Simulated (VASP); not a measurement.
Wanted: the native input for a VASP 6.6.1 run.

```
Task                   : single point
Functional             : r2SCAN
Potentials or basis    : VASP PAW PBE potentials, release 64 (Ta_pv, N)
Cutoff                 : 520 eV
k mesh                 : 6 × 6 × 6
Occupations            : gaussian, width 0.1 eV
Spin                   : no spin polarisation
Dipole correction      : no
Further INCAR settings : ALGO = Normal; EDIFF = 1e-06; NBANDS = 27
```

The system is Ta3N.

```
CELL_PARAMETERS angstrom
-1.77852 1.77852 4.81045
1.77852 -1.77852 4.81045
1.77852 1.77852 -4.81045
ATOMIC_POSITIONS crystal
Ta 0.50000 0.50000 0.00000
Ta 0.25000 0.75000 0.50000
Ta 0.75000 0.25000 0.50000
N 0.00000 0.00000 0.00000
```

These files were run (other wordings do the same):

POSCAR

```
Ta3N
1.0
   -1.7785175598      1.7785175598      4.8104497730
    1.7785175598     -1.7785175598      4.8104497730
    1.7785175598      1.7785175598     -4.8104497730
Ta N
3 1
Direct
    0.5000000000      0.5000000000      0.0000000000
    0.2500000000      0.7500000000      0.5000000000
    0.7500000000      0.2500000000      0.5000000000
    0.0000000000      0.0000000000      0.0000000000
```

INCAR.step1

```
SYSTEM = Ta3N
PREC = Accurate
ENCUT = 520
ISMEAR = 0
SIGMA = 0.1
LREAL = .FALSE.
LASPH = .TRUE.
NELM = 60
NBANDS = 27
GGA = PE
ALGO = Normal
EDIFF = 1E-4
LWAVE = .TRUE.
LCHARG = .FALSE.
```

INCAR.step2

```
SYSTEM = Ta3N
PREC = Accurate
ENCUT = 520
EDIFF = 1E-6
ISMEAR = 0
SIGMA = 0.1
LREAL = .FALSE.
LASPH = .TRUE.
NELM = 60
ALGO = Normal
ISIF = 2
LWAVE = .FALSE.
LCHARG = .FALSE.
METAGGA = R2SCAN
LMIXTAU = .TRUE.
NBANDS = 27
ISTART = 1
```

KPOINTS

```
regular mesh
0
G
  6 6 6
  0 0 0
```

Potentials or basis: VASP PAW PBE potentials, release 64 (Ta_pv, N).

Command:

```sh
$ cat potpaw_PBE.64/Ta_pv/POTCAR potpaw_PBE.64/N/POTCAR > POTCAR
$ cp INCAR.step1 INCAR
$ mpirun -np 1 vasp_std > vasp.out
$ cp INCAR.step2 INCAR
$ mpirun -np 1 vasp_std > vasp.out
```

Results of the run:

```yaml
Pressure: 0.9 GPa
Band_gap_on_the_k_mesh: zero (bands 19 and 20 overlap by 1.89 eV)
```

Caveat: the PAW data sets were made with another functional, which shifts forces and pressure a little; spin-orbit coupling is left out, which moves the levels of the heavy elements.

It took 9 min on 1 thread of Intel Xeon 8259CL, with other jobs on the host, peak memory 0.27 GiB.
